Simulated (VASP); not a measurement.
A run of VASP 6.6.1:

The input INCAR:

```
SYSTEM = C
PREC = Accurate
ENCUT = 600
EDIFF = 1E-6
ISMEAR = 0
SIGMA = 0.02
LREAL = .FALSE.
LASPH = .TRUE.
NELM = 120
ALGO = Normal
ISIF = 2
LWAVE = .FALSE.
LCHARG = .FALSE.
GGA = CA
NBANDS = 11
GGA_COMPAT = .FALSE.
```

Contents of KPOINTS:

```
Automatic mesh
0
G
  12 12 12
  0 0 0
```

File POSCAR:

```
C
1.0
    0.0000000000      1.7658688081      1.7658688081
    1.7658688081      0.0000000000      1.7658688081
    1.7658688081      1.7658688081      0.0000000000
C
2
Direct
    0.0000000000      0.0000000000      0.0000000000
    0.2500000000      0.2500000000      0.2500000000
```

Potentials or basis: VASP PAW LDA potentials, release 64 (C).

Command:

```bash
$ cat potpaw_LDA.64/C/POTCAR > POTCAR
$ mpirun -np 1 vasp_std > vasp.out
```

Hardware: 1 thread of Intel Xeon 8259CL (shared host).

Question: How long does it take, and how much memory?

Answer: It took 14 s on 1 thread of Intel Xeon 8259CL, with other jobs on the host, peak memory 0.12 GiB. Counts: scf iterations 11, k points 72.
